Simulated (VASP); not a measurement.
BaHf3O2: single point with PBE

Crystal: BaHf3O2.

```
CELL_PARAMETERS angstrom
3.39682 0.00000 0.00000
0.00000 3.39682 0.00000
0.00000 0.00000 11.35493
ATOMIC_POSITIONS crystal
Ba 0.50000 0.50000 0.50000
Hf 0.00000 0.00000 0.00000
Hf 0.00000 0.00000 0.71455
Hf 0.00000 0.00000 0.28545
O 0.50000 0.50000 0.84736
O 0.50000 0.50000 0.15264
```

```yaml
Program: VASP 6.6.1
Task: single point
Functional: PBE
Potentials_or_basis: VASP PAW PBE potentials, release 64 (Ba_sv, Hf_pv, O)
Cutoff: 520 eV
k_mesh: 6 × 6 × 2
Occupations: gaussian, width 0.1 eV
Spin: no spin polarisation
Dipole_correction: no
Further_INCAR_settings: ALGO = Normal; EDIFF = 1e-06; NBANDS = 35
```

```yaml
Pressure: -13.6 GPa
Largest_force: 2.470 eV/Å
Band_gap_on_the_k_mesh: zero (band 26 reaches 4.21 eV, above the bottom of band 27 at 3.00 eV)
```

Forces in eV/Å, atoms in the order of the input:
```
Ba   0.000  0.000  0.000
Hf   0.000  0.000  0.000
Hf   0.000  0.000  2.470
Hf   0.000  0.000 -2.470
O    0.000  0.000  0.189
O    0.000  0.000 -0.189
```

Stress tensor (GPa, compression positive):
```
-15.16   0.00   0.00
  0.00 -15.16   0.00
  0.00   0.00 -10.61
```

Levels at points of the mesh, in eV from the Fermi level:
```
           k point  band 24  band 25  band 26  band 27  band 28  band 29
(0.00, 0.00, 0.00)    -1.37    -0.91    -0.88    -0.84    -0.62     0.44
(0.50, 0.00, 0.00)    -0.99    -0.58     0.18     0.42     0.61     1.42
(0.50, 0.50, 0.00)    -0.96    -0.58    -0.23     0.69     1.13     1.38
(0.00, 0.00, 0.50)    -1.27    -1.15    -1.01    -0.81    -0.65     0.66
(0.50, 0.00, 0.50)    -0.65    -0.59    -0.14     0.56     0.74     0.91
(0.50, 0.50, 0.50)    -0.96    -0.96     0.04     0.26     1.39     1.39
```

Wall time 99 s on 1 thread of Intel(R) Xeon(R) Platinum 8488C (Sapphire Rapids) (shared host), peak memory 0.29 GiB.

Caveat: spin-orbit coupling is left out, which moves the levels of the heavy elements; forces of over 1 eV/Å act on the atoms, so gaps and moduli don't describe the material at rest.
